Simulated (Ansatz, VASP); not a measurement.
# One calculation of GaN, two programs

```xyz
2
Lattice="0.0000 2.2205 2.2205 2.2205 0.0000 2.2205 2.2205 2.2205 0.0000" Properties=species:S:1:pos:R:3 pbc="T T T"
Ga    0.0000    0.0000    0.0000
N     3.3308    3.3308    3.3308
```

Alike in both runs: task single point; functional LDA; k mesh 10 × 10 × 10; no spin polarisation.

|  | VASP | Ansatz |
| --- | --- | --- |
| version | VASP 6.6.1 | Ansatz 0.2.0 |
| potentials or method | VASP PAW LDA potentials, release 64 (Ga_d, N), cutoff 520 eV | scalar-relativistic, plane waves, PAW |
| occupations | gaussian, width 0.01 eV | fixed |
| valence electrons in the cell | 18 | 18 |

|  | VASP | Ansatz | Ansatz less VASP |
| --- | --- | --- | --- |
| gap on the k mesh at the Fermi level (eV) | 2.04 | 2.02 | -0.013 |
| pressure (GPa) | 3.2 | 2.0 | -1.20 |

LDA's correlation is that of Perdew and Zunger in VASP and of Perdew and Wang (1992) in Ansatz.
